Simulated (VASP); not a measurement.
# Co (Fd-3m) in VASP: notebook

Co is run at these levels: PBEsol; tasks: single point, relaxation of cell and atoms.

Program: VASP 6.6.1. These are calculated values, not measurements. Logs are shortened: lines on timing, memory, paths and dates and some standing lists are left out, and cuts for length are marked.

### Step 1. The cell of the first run

Symmetry: Fd-3m, No. 227, cubic system. Conventional cell: a = 4.988 Å, b = 4.988 Å, c = 4.988 Å, α = 90.00°, β = 90.00°, γ = 90.00°. Within 2.9 Å of Co (site symmetry -43m) lie 4 Co at 2.16 Å.

### Step 2. Single point, PBEsol, collinear spin, ferromagnetic start

File INCAR:

```
SYSTEM = Co
ALGO = Normal
EDIFF = 1E-7
ENCUT = 520
GGA = PS
ISIF = 2
ISMEAR = 0
ISPIN = 2
LASPH = .TRUE.
LCHARG = .FALSE.
LMAXMIX = 4
LORBIT = 11
LREAL = .FALSE.
LWAVE = .FALSE.
MAGMOM = 2.28 2.28
NBANDS = 20
NELM = 150
PREC = Accurate
SIGMA = 0.1
```

File KPOINTS:

```
k-points
0
G
  6 6 6
  0 0 0
```

File POSCAR:

```
Co
1.0
    0.0000000000      2.4938863261      2.4938863261
    2.4938863261      0.0000000000      2.4938863261
    2.4938863261      2.4938863261      0.0000000000
Co
2
Direct
    0.0000000000      0.0000000000      0.0000000000
    0.2500000000      0.2500000000      0.2500000000
```

Potentials or basis: VASP PAW PBE potentials, release 64 (Co).

Command:

```console
$ cat potpaw_PBE.64/Co/POTCAR > POTCAR
$ mpirun -np 1 vasp_std > vasp.out
```

OUTCAR:

```text
SYSTEM = Co
   EDIFF = 1E-7
   ENCUT = 520
   GGA = PS
   ISIF = 2
   ISMEAR = 0
   ISPIN = 2
   LASPH = .TRUE.
   LORBIT = 11
   LREAL = .FALSE.
   NELM = 150
   PREC = Accurate

 ion  position               nearest neighbor table
   1  0.000  0.000  0.000-   2 2.16   2 2.16   2 2.16   2 2.16
   2  0.250  0.250  0.250-   1 2.16   1 2.16   1 2.16   1 2.16

  LATTYP: Found a face centered cubic cell.
 ALAT       =     4.9877726522

  Lattice vectors:

 A1 = (   0.0000000000,   2.4938863261,   2.4938863261)
 A2 = (   2.4938863261,   0.0000000000,   2.4938863261)
 A3 = (   2.4938863261,   2.4938863261,   0.0000000000)

Analysis of symmetry for initial positions (statically):
=====================================================================
 Subroutine PRICEL returns:
 Original cell was already a primitive cell.

 Routine SETGRP: Setting up the symmetry group for a
 face centered cubic supercell.

 Subroutine GETGRP returns: Found 48 space group operations
 (whereof 24 operations were pure point group operations)
 out of a pool of 48 trial point group operations.

The static configuration has the point symmetry T_d .
 The point group associated with its full space group is O_h .

Analysis of symmetry for dynamics (positions and initial velocities):
=====================================================================
 Subroutine PRICEL returns:
 Original cell was already a primitive cell.

 Routine SETGRP: Setting up the symmetry group for a
 face centered cubic supercell.

 Subroutine GETGRP returns: Found 48 space group operations
 (whereof 24 operations were pure point group operations)
 out of a pool of 48 trial point group operations.

The dynamic configuration has the point symmetry T_d .
 The point group associated with its full space group is O_h .

Analysis of structural, dynamic, and magnetic symmetry:
=====================================================================
 Subroutine PRICEL returns:
 Original cell was already a primitive cell.

 Routine SETGRP: Setting up the symmetry group for a
 face centered cubic supercell.

 Subroutine GETGRP returns: Found 48 space group operations
 (whereof 24 operations were pure point group operations)
 out of a pool of 48 trial point group operations.

The overall configuration has the point symmetry T_d .
 The point group associated with its full space group is O_h .

 Subroutine INISYM returns: Found 48 space group operations
 (whereof 24 operations are pure point group operations),
 and found     1 'primitive' translations

----------------------------------------------------------------------------------------

                                     Primitive cell

  volume of cell :      31.0213

  direct lattice vectors                    reciprocal lattice vectors
     0.000000000  2.493886326  2.493886326    -0.200490293  0.200490293  0.200490293
     2.493886326  0.000000000  2.493886326     0.200490293 -0.200490293  0.200490293
     2.493886326  2.493886326  0.000000000     0.200490293  0.200490293 -0.200490293

  length of vectors
     3.526887865  3.526887865  3.526887865     0.347259374  0.347259374  0.347259374

  position of ions in fractional coordinates (direct lattice)
     0.000000000  0.000000000  0.000000000
     0.250000000  0.250000000  0.250000000

  ion indices of the primitive-cell ions
   primitive index   ion index
                 1           1
                 2           2

----------------------------------------------------------------------------------------

 KPOINTS: k-points

Automatic generation of k-mesh.
 Grid dimensions read from file:
 generate k-points for:    6    6    6

 Generating k-lattice:

  Cartesian coordinates                     Fractional coordinates (reciprocal lattice)
    -0.033415049  0.033415049  0.033415049     0.166666667  0.000000000  0.000000000
     0.033415049 -0.033415049  0.033415049     0.000000000  0.166666667  0.000000000
     0.033415049  0.033415049 -0.033415049     0.000000000  0.000000000  0.166666667

  Length of vectors
     0.057876562  0.057876562  0.057876562

  Shift w.r.t. Gamma in fractional coordinates (k-lattice)
     0.000000000  0.000000000  0.000000000

 Subroutine IBZKPT returns following result:
 ===========================================

 Found     16 irreducible k-points:

 Following reciprocal coordinates:
            Coordinates               Weight
  0.000000  0.000000  0.000000      1.000000
  0.166667  0.000000  0.000000      8.000000
  0.333333  0.000000  0.000000      8.000000
  0.500000  0.000000  0.000000      4.000000
  0.166667  0.166667  0.000000      6.000000
  0.333333  0.166667  0.000000     24.000000
[... 8 lines left out ...]
 -0.333333  0.333333  0.166667     24.000000
 -0.333333  0.500000  0.166667     12.000000
   k-points           NKPTS =     16   k-points in BZ     NKDIM =     16   number of bands    NBANDS=     20
   number of dos      NEDOS =    301   number of ions     NIONS =      2
   total plane-waves  NPLWV =  21952
   dimension x,y,z NGX =    28 NGY =   28 NGZ =   28
   dimension x,y,z NGXF=    56 NGYF=   56 NGZF=   56
   ions per type =               2
   NGX,Y,Z   is equivalent  to a cutoff of  13.20, 13.20, 13.20 a.u.
   NGXF,Y,Z  is equivalent  to a cutoff of  26.40, 26.40, 26.40 a.u.
 SYSTEM =  Co
   PREC   = accura    normal or accurate (medium, high low for compatibility)
   ISTART =      0    job   : 0-new  1-cont  2-samecut
   ICHARG =      2    charge: 1-file 2-atom 10-const
   ISPIN  =      2    spin polarized calculation?
   LNONCOLLINEAR =      F non collinear calculations
   LSORBIT =      F    spin-orbit coupling
   LASPH  =      T    aspherical Exc in radial PAW
   ENCUT  =  520.0 eV  38.22 Ry    6.18 a.u.   6.56  6.56  6.56*2*pi/ulx,y,z
   NELM   =    150;   NELMIN=  2; NELMDL= -5     # of ELM steps
   EDIFF  = 0.1E-06   stopping-criterion for ELM
   LREAL  =      F    real-space projection
   EDIFFG = 0.1E-05   stopping-criterion for IOM
   NSW    =      0    number of steps for IOM
   IBRION =     -1    ionic relax: 0-MD 1-quasi-New 2-CG
   NFREE  =      0    steps in history (QN), initial steepest desc. (CG)
   ISIF   =      2    stress and relaxation
   ISYM   =      2    0-nonsym 1-usesym 2-fastsym
   POTIM  = 0.5000    time-step for ionic-motion
   TEBEG  =    0.0;   TEEND  =   0.0 temperature during run
   PSTRESS=    0.0 pullay stress
   NELECT =      18.0000    total number of electrons
   NUPDOWN=      -1.0000    fix difference up-down
   EMIN   =  10.00;   EMAX   =-10.00  energy-range for DOS
   EFERMI =   0.00;   METHOD = LEGACY
   ISMEAR =     0;   SIGMA  =   0.10  broadening in eV -4-tet -1-fermi 0-gaus
   EFERMI_NEDOS =   21; number of points for ismear=-14 and -15
   IALGO  =     38    algorithm
   IMIX   =      4    mixing-type and parameters
     AMIX     =   0.40;   BMIX     =  1.00
     AMIX_MAG =   1.60;   BMIX_MAG =  1.00
  volume/ion in A,a.u.               =      15.51       104.67
  Fermi-wavevector in a.u.,A,eV,Ry     =   1.365460  2.580345 25.367808  1.864481
  Thomas-Fermi vector in A             =   2.491687
   LORBIT       =     11    0 simple, 1 ext, 2 COOP (PROOUT), +10 PAW based schemes
   GGA     = PS    functional components
   LHFCALC =     F    Hartree Fock is set to
   AEXX    =    0.0000 exact exchange contribution
   IVDW    =     0    specifies the selected vdW correction
   LEPSILON=     F    determine dielectric tensor
   LRPA    =     F    only Hartree local field effects (RPA)
 spin polarized calculation
 Gauss-broadening in eV      SIGMA  =   0.10
  energy-cutoff  :      520.00
  volume of cell :       31.02
 maximum number of plane-waves:       869
 NGX is ok and might be reduce to    28
   NGX = 13   NGY = 13   NGZ = 13

 number of electron      18.0000010 magnetization       3.3005598

 Free energy of the ion-electron system (eV)
  ---------------------------------------------------
  ext. energy  EPLUGINS =         0.00000000
  ---------------------------------------------------
  free energy    TOTEN  =       -12.63312844 eV

  energy without entropy =      -12.62521599  energy(sigma->0) =      -12.62917222

 E-fermi :   5.6341     XC(G=0): -11.2993

 val. band max:        5.5525026177   @ k =  -0.3333   0.3333   0.1667
 cond. band min:       5.6451661991   @ k =  -0.3333   0.1667   0.0000
 fundamental gap:      0.0926635814
 Fermi energy:         5.6341418733

 spin component 1

 k-point     1 :       0.0000    0.0000    0.0000
  band No.  band energies     occupation
      1      -1.0611      1.00000
      2       2.2219      1.00000
      3       2.2219      1.00000
      4       2.4435      1.00000
      5       2.4435      1.00000
      6       2.4435      1.00000
[... 12 lines left out ...]
     19      21.2802      0.00000
     20      23.1210      0.00000
[... 323 lines left out ...]
 k-point    16 :      -0.3333    0.5000    0.1667
  band No.  band energies     occupation
      1       1.7344      1.00000
      2       1.7344      1.00000
      3       2.6799      1.00000
      4       2.6799      1.00000
      5       3.2845      1.00000
      6       3.2845      1.00000
[... 12 lines left out ...]
     19      30.9512      0.00000
     20      30.9512      0.00000
 Fermi energy:         5.6341418733

 spin component 2

 k-point     1 :       0.0000    0.0000    0.0000
  band No.  band energies     occupation
      1      -0.9356      1.00000
      2       3.7948      1.00000
      3       3.7948      1.00000
      4       3.8466      1.00000
      5       3.8466      1.00000
      6       3.8466      1.00000
[... 12 lines left out ...]
     19      21.3110      0.00000
     20      23.1806      0.00000
[... 323 lines left out ...]
 k-point    16 :      -0.3333    0.5000    0.1667
  band No.  band energies     occupation
      1       2.9998      1.00000
      2       2.9999      1.00000
      3       4.0257      1.00000
      4       4.0257      1.00000
      5       4.5161      1.00000
      6       4.5161      1.00000
[... 12 lines left out ...]
     19      31.1601      0.00000
     20      31.1612      0.00000

------------------------ aborting loop because EDIFF is reached ----------------------------------------

  FORCE on cell =-STRESS in cart. coord.  units (eV):
  Direction    XX          YY          ZZ          XY          YZ          ZX
  --------------------------------------------------------------------------------------
  -------------------------------------------------------------------------------------
  Total       -0.1609697     -0.1609697     -0.1609697      0.0000000     -0.0000000     -0.0000000
  in kB       -8.3137072     -8.3137072     -8.3137072      0.0000000     -0.0000000     -0.0000000
  external PRESSURE =      -8.3137072 kB  Pullay stress =       0.0000000 kB

 VOLUME and BASIS-vectors are now :
 -----------------------------------------------------------------------------
  energy-cutoff  :      520.00
  volume of cell :       31.02
      direct lattice vectors                 reciprocal lattice vectors
     0.000000000  2.493886326  2.493886326    -0.200490293  0.200490293  0.200490293
     2.493886326  0.000000000  2.493886326     0.200490293 -0.200490293  0.200490293
     2.493886326  2.493886326  0.000000000     0.200490293  0.200490293 -0.200490293

 POSITION                                       TOTAL-FORCE (eV/Angst)
 -----------------------------------------------------------------------------------
      0.00000      0.00000      0.00000         0.000000      0.000000      0.000000
      1.24694      1.24694      1.24694        -0.000000     -0.000000     -0.000000
 -----------------------------------------------------------------------------------
    total drift:                                0.000000      0.000000      0.000000

  FREE ENERGIE OF THE ION-ELECTRON SYSTEM (eV)
  ---------------------------------------------------
  free  energy   TOTEN  =       -12.6331284431 eV

  energy  without entropy=      -12.6252159896  energy(sigma->0) =      -12.62917222

 total charge

# of ion       s       p       d       tot
------------------------------------------
    1        0.549   0.376   7.346   8.270
    2        0.549   0.376   7.346   8.270
--------------------------------------------------
tot          1.098   0.751  14.692  16.540

 magnetization (x)

# of ion       s       p       d       tot
------------------------------------------
    1       -0.031  -0.010   1.681   1.640
    2       -0.031  -0.010   1.681   1.640
--------------------------------------------------
tot         -0.061  -0.020   3.361   3.280
```

Wall time 23 s (1 thread of Intel Xeon 6975P-C, shared host); peak memory 0.17 GiB.

Results:

| Property | Result |
| --- | --- |
| Free energy | -12.6331 eV |
| Pressure | -0.8 GPa |
| Net moment | 3.30 μB per cell |
| Site moments | Co +1.64 μB |
| Valence electrons inside the program's atomic spheres | Co 8.27 |

Levels at points of the mesh, in eV from the Fermi level:
Spin up:
| k point | band 8 | band 9 | band 10 | band 11 | band 12 | band 13 | band 14 | band 15 |
| --- | --- | --- | --- | --- | --- | --- | --- | --- |
| (0.00, 0.00, 0.00) | -1.52 | -1.52 | -0.44 | -0.44 | 12.73 | 12.73 | 12.73 | 13.06 |
| (0.50, 0.00, 0.00) | -1.20 | -1.20 | -0.53 | -0.53 | 0.93 | 9.29 | 9.29 | 12.41 |
| (0.50, 0.50, 0.00) | -1.89 | -0.36 | -0.36 | 1.41 | 1.41 | 4.77 | 4.77 | 10.02 |
Spin down:
```csv
k point,band 5,band 6,band 7,band 8,band 9,band 10
"(0.00, 0.00, 0.00)",-1.79,-1.79,0.03,0.03,0.03,1.52
"(0.50, 0.00, 0.00)",-1.74,-1.74,-1.12,0.59,0.59,1.24
"(0.50, 0.50, 0.00)",-1.36,-1.36,-0.11,-0.11,1.40,1.40
```

Caveat: the k points lie up to 0.36 Å⁻¹ apart; the PAW data sets were made with another functional, which shifts forces and pressure a little.

### Step 3. Single point, PBEsol, collinear spin, ferromagnetic start

This run uses another cell than the first one, of 28.69 Å³/atom, 1.850 times its volume.

File INCAR:

```
ALGO = Normal
EDIFF = 1E-6
ENCUT = 520
GGA = PS
ISIF = 2
ISMEAR = 0
ISPIN = 2
LASPH = T
LCHARG = F
LMAXMIX = 4
LORBIT = 11
LREAL = F
LWAVE = F
MAGMOM = 3 3
NBANDS = 20
NELM = 150
PREC = Accurate
SIGMA = 0.1
```

File KPOINTS:

```
k-points
0
Gamma
  6 6 6
```

File POSCAR:

```
Co
1.0
    0.0000000000      3.0612650969      3.0612650969
    3.0612650969      0.0000000000      3.0612650969
    3.0612650969      3.0612650969      0.0000000000
Co
2
Direct
    0.0000000000      0.0000000000      0.0000000000
    0.2500000000      0.2500000000      0.2500000000
```

Potentials or basis: VASP PAW PBE potentials, release 64 (Co).

Command:

```console
$ cat potpaw_PBE.64/Co/POTCAR > POTCAR
$ mpirun -np 1 vasp_std > vasp.out
```

OUTCAR:

```text
EDIFF = 1E-6
   ENCUT = 520
   GGA = PS
   ISIF = 2
   ISMEAR = 0
   ISPIN = 2
   LASPH = T
   LORBIT = 11
   LREAL = F
   NELM = 150
   PREC = Accurate

 ion  position               nearest neighbor table
   1  0.000  0.000  0.000-   2 2.65   2 2.65   2 2.65   2 2.65
   2  0.250  0.250  0.250-   1 2.65   1 2.65   1 2.65   1 2.65

  LATTYP: Found a face centered cubic cell.
 ALAT       =     6.1225301938

  Lattice vectors:

 A1 = (   0.0000000000,   3.0612650969,   3.0612650969)
 A2 = (   3.0612650969,   0.0000000000,   3.0612650969)
 A3 = (   3.0612650969,   3.0612650969,   0.0000000000)

Analysis of symmetry for initial positions (statically):
=====================================================================
 Subroutine PRICEL returns:
 Original cell was already a primitive cell.

 Routine SETGRP: Setting up the symmetry group for a
 face centered cubic supercell.
[... 556 lines left out ...]
  band No.  band energies     occupation
      1      -3.2817      1.00000
      2       0.3432      1.00000
      3       0.3432      1.00000
      4       0.3432      1.00000
      5       0.4661      1.00000
      6       0.4661      1.00000
[... 357 lines left out ...]
     19      17.9667      0.00000
     20      17.9667      0.00000

------------------------ aborting loop because EDIFF is reached ----------------------------------------

  FORCE on cell =-STRESS in cart. coord.  units (eV):
  Direction    XX          YY          ZZ          XY          YZ          ZX
  --------------------------------------------------------------------------------------
  -------------------------------------------------------------------------------------
  Total       -5.8726016     -5.8726016     -5.8726016     -0.0000000     -0.0000000     -0.0000000
  in kB     -163.9865783   -163.9865783   -163.9865783     -0.0000000     -0.0000000     -0.0000000
  external PRESSURE =    -163.9865783 kB  Pullay stress =       0.0000000 kB

 VOLUME and BASIS-vectors are now :
 -----------------------------------------------------------------------------
  energy-cutoff  :      520.00
  volume of cell :       57.38
      direct lattice vectors                 reciprocal lattice vectors
     0.000000000  3.061265097  3.061265097    -0.163331167  0.163331167  0.163331167
     3.061265097  0.000000000  3.061265097     0.163331167 -0.163331167  0.163331167
     3.061265097  3.061265097  0.000000000     0.163331167  0.163331167 -0.163331167

 POSITION                                       TOTAL-FORCE (eV/Angst)
 -----------------------------------------------------------------------------------
      0.00000      0.00000      0.00000        -0.000000     -0.000000     -0.000000
      1.53063      1.53063      1.53063         0.000000      0.000000      0.000000
 -----------------------------------------------------------------------------------
    total drift:                               -0.000000      0.000000      0.000000

  FREE ENERGIE OF THE ION-ELECTRON SYSTEM (eV)
  ---------------------------------------------------
  free  energy   TOTEN  =       -10.1326404589 eV

  energy  without entropy=      -10.1208158192  energy(sigma->0) =      -10.12672814

 total charge

# of ion       s       p       d       tot
------------------------------------------
    1        0.412   0.140   7.147   7.699
    2        0.412   0.140   7.147   7.699
--------------------------------------------------
tot          0.825   0.279  14.295  15.398

 magnetization (x)

# of ion       s       p       d       tot
------------------------------------------
    1       -0.015  -0.026   2.074   2.033
    2       -0.015  -0.026   2.074   2.033
--------------------------------------------------
tot         -0.029  -0.053   4.149   4.067
```

It took 24 s on 1 thread of Intel Xeon 6975P-C, shared host; peak memory 0.21 GiB.

Results:

- Free energy: -10.1326 eV
- Pressure: -16.4 GPa
- Net moment: 3.91 μB per cell
- Site moments: Co +2.03 μB
- Valence electrons inside the program's atomic spheres: Co 7.70

Caveat: the PAW data sets were made with another functional, which shifts forces and pressure a little.

(Part 1 of 3 ends here.)
